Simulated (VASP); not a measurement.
Write the native input for VASP 6.6.1 that does the following.

| Item | Value |
| --- | --- |
| Task | single point |
| Functional | RPBE |
| Potentials or basis | VASP PAW PBE potentials, release 64 (Sn_d) |
| Cutoff | 520 eV |
| k mesh | 9 × 9 × 9 |
| Occupations | fermi-dirac, width 0.05 eV |
| Spin | no spin polarisation |
| Dipole correction | no |
| Further INCAR settings | ALGO = Normal; EDIFF = 1e-07; NBANDS = 21 |

The structure of Sn lies in POSCAR:

```
Sn
1.0
   -2.9401404553      2.9401404553      1.5993019889
    2.9401404553     -2.9401404553      1.5993019889
    2.9401404553      2.9401404553     -1.5993019889
Sn
2
Direct
    0.0000000000      0.0000000000      0.0000000000
    0.7500000000      0.2500000000      0.5000000000
```

One way to write it, as run:

INCAR

```
  PREC = Accurate
  ENCUT = 520
  EDIFF = 1E-7
  ISMEAR = -1
  SIGMA = 0.05
  LREAL = False
  LASPH = True
  NELM = 60
  ALGO = Normal
  ISIF = 2
  LWAVE = False
  LCHARG = False
  GGA = RP
  NBANDS = 21
```

KPOINTS

```
Automatic mesh
0
Gamma
  9 9 9
```

Potentials or basis: VASP PAW PBE potentials, release 64 (Sn_d).

Launch:

```sh
$ cat potpaw_PBE.64/Sn_d/POTCAR > POTCAR
$ mpirun -np 1 vasp_std > vasp.out
```

It gave:

```
Pressure               : 2.8 GPa
Band gap on the k mesh : zero (band 14 reaches 9.10 eV, above the bottom of band 15 at 5.12 eV)
```

Caveat: the PAW data sets were made with another functional, which shifts forces and pressure a little; spin-orbit coupling is left out, which moves the levels of the heavy elements.

Run time: 52 s on 1 thread of Intel(R) Xeon(R) Platinum 8488C (Sapphire Rapids), on a shared host, peak memory 0.24 GiB.
